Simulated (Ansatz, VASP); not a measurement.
Given: the input of a run of VASP 6.6.1 on Fe.

The input INCAR:

```
ALGO = Normal ; EDIFF = 1E-6
ENCUT = 520 ; ISIF = 2
ISMEAR = -1 ; ISPIN = 2
LASPH = T ; LCHARG = F
LMAXMIX = 4 ; LORBIT = 11
LREAL = F ; LWAVE = F
MAGMOM = 3 ; NBANDS = 14
NELM = 150 ; PREC = Accurate
SIGMA = 0.05
```

File KPOINTS:

```
k-points
0
Gamma
  11 11 1
```

File POSCAR:

```
Fe
1.0
    2.3111900000      0.0000000000      0.0000000000
    0.0000000000      2.3111900000      0.0000000000
    0.0000000000      0.0000000000     23.8000000000
Fe
1
Direct
    0.0000000000      0.0000000000      0.2941200000
```

Potentials or basis: VASP PAW LDA potentials, release 64 (Fe).

Command:

```sh
$ cat potpaw_LDA.64/Fe/POTCAR > POTCAR
$ mpirun -np 1 vasp_std > vasp.out
```

Task: Translate it to Ansatz 0.2.0. Potentials there: all-electron LAPW, scalar-relativistic.

Result: As run (the cutoff follows the program's own potentials):

The input input.yaml:

```yaml
crystal:
  lattice:
    - [2.31119, 0.0, 0.0]
    - [0.0, 2.31119, 0.0]
    - [0.0, 0.0, 23.8]
  atoms:
    - { symbol: Fe, position: [0.0, 0.0, 0.29412], spin: 3.0 }
kpoints:
  mp_grid: { grid: [11, 11, 1] }
scf:
  occupations: { method: fermi_dirac, width: 0.05 }
hamiltonian:
  xc: lda
  pseudopotentials: { kind: all_electron, lapw: { basis_error: 0.002 } }
magnetization:
  spin_polarized: true
output:
  forces: true
  stress: true
  eigenvalues: true
```

Potentials or basis: all-electron LAPW, scalar-relativistic.

Command:

```sh
$ ansatz run input.yaml --threads 2 --pin off --max-ram 8192MiB --backend cpu --events-out ev --progress --plain --runs-dir out
```

Both were run:

|  | VASP | Ansatz | Ansatz less VASP |
| --- | --- | --- | --- |
| gap on the k mesh at the Fermi level (eV) | none | none | - |
| net moment per atom (μB) | 2.65 | 2.71 | +0.066 |
| size of the moment on the site where the two differ most (μB) | 2.56 | 2.62 | +0.060 |

LDA's correlation is that of Perdew and Zunger in VASP and of Perdew and Wang (1992) in Ansatz. Site moments also hang on the region over which each program counts them. A gap of «none» marks a metal or a gap that the smearing closes. Ansatz ran all-electron here, and VASP with PAW potentials.
